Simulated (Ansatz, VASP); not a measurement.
## Two plane-wave programs on BN

```
CELL_PARAMETERS angstrom
2.50612 0.00000 0.00000
-1.25306 2.17037 0.00000
0.00000 0.00000 6.59736
ATOMIC_POSITIONS crystal
B 0.04423 0.08846 0.48545
B 0.33333 0.66667 0.00000
N 0.00000 0.00000 0.00000
N 0.66667 0.33333 0.50000
```

Alike in both runs: task single point; functional PBE; dispersion D3(BJ); k mesh 12 × 12 × 4; occupations gaussian, width 0.05 eV; no spin polarisation.

|  | VASP | Ansatz |
| --- | --- | --- |
| version | VASP 6.6.1 | Ansatz 0.2.0 |
| potentials or method | VASP PAW PBE potentials, release 64 (B, N), cutoff 520 eV | scalar-relativistic, plane waves, PAW |
| valence electrons in the cell | 16 | 16 |

```tsv
	VASP	Ansatz	Ansatz less VASP
gap on the k mesh at the Fermi level (eV)	3.08	3.09	+0.005
least direct gap on the mesh (eV)	4.20	4.20	0.000
pressure (GPa)	5.2	5.2	+0.02
traceless stress, the component that is largest in VASP (GPa)	11.61	11.54	-0.073
rms of the force components (eV/Å)	2.257	2.263	+0.0057
```

Atom by atom the forces differ by 0.007 eV/Å (rms over components).
